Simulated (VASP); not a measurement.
Set up this calculation in VASP 6.6.1, as the native input.

* Task: single point
* Functional: PBE
* Potentials or basis: VASP PAW PBE potentials, release 64 (V_sv, O)
* Cutoff: 600 eV
* k mesh: 10 × 10 × 16
* Occupations: fermi-dirac, width 0.05 eV
* Spin: collinear spin, ferromagnetic start
* Starting moments: [1.0, 1.0, 0.0, 0.0, 0.0, 0.0] μB
* Dipole correction: no
* Further INCAR settings: ALGO = Normal; EDIFF = 1e-06; NBANDS = 38

The structure of VO2 lies in POSCAR:

```
VO2
1.0
    4.6145358206      0.0000000000      0.0000000000
    0.0000000000      4.6145358206      0.0000000000
    0.0000000000      0.0000000000      2.8903411472
V O
2 4
Direct
    0.0000000000      0.0000000000      0.0000000000
    0.5000000000      0.5000000000      0.5000000000
    0.3018007701      0.3018007701      0.0000000000
    0.1981992299      0.8018007701      0.5000000000
    0.6981992299      0.6981992299      0.0000000000
    0.8018007701      0.1981992299      0.5000000000
```

One way to write it, as run:

INCAR

```
PREC = Accurate ; ENCUT = 600
EDIFF = 1E-6 ; ISMEAR = -1
SIGMA = 0.05 ; LREAL = F
LASPH = T ; NELM = 200
ALGO = Normal ; ISIF = 2
LWAVE = F ; LCHARG = F
ISPIN = 2 ; MAGMOM = 1 1 0 0 0 0
LORBIT = 11 ; LMAXMIX = 4
GGA = PE ; NBANDS = 38
GGA_COMPAT = F ; KPAR = 4
```

KPOINTS

```
regular mesh
0
Gamma
  10 10 16
```

Potentials or basis: VASP PAW PBE potentials, release 64 (V_sv, O).

Launch:

```sh
$ cat potpaw_PBE.64/V_sv/POTCAR potpaw_PBE.64/O/POTCAR > POTCAR
$ mpirun -np 4 vasp_std > vasp.out
```

Results of the run:

The pressure is -6.4 GPa and the largest force is 0.030 eV/Å. The band gap on the k mesh is zero (filled and empty bands overlap), the net moment is 2.00 μB per cell and the site moments are V +1.06; O -0.06 μB. The valence electrons inside the program's atomic spheres are V 11.44; O 5.03.

Caveat: the cell stands under tension; semilocal functionals often make such compounds metallic where correlation or magnetic order opens a gap, which also shifts bond lengths.

Run time: 6.8 min on 4 MPI ranks on Intel(R) Xeon(R) Platinum 8259CL CPU @ 2.50GHz (Skylake/Cascade Lake) (shared host), peak memory 0.75 GiB a rank.
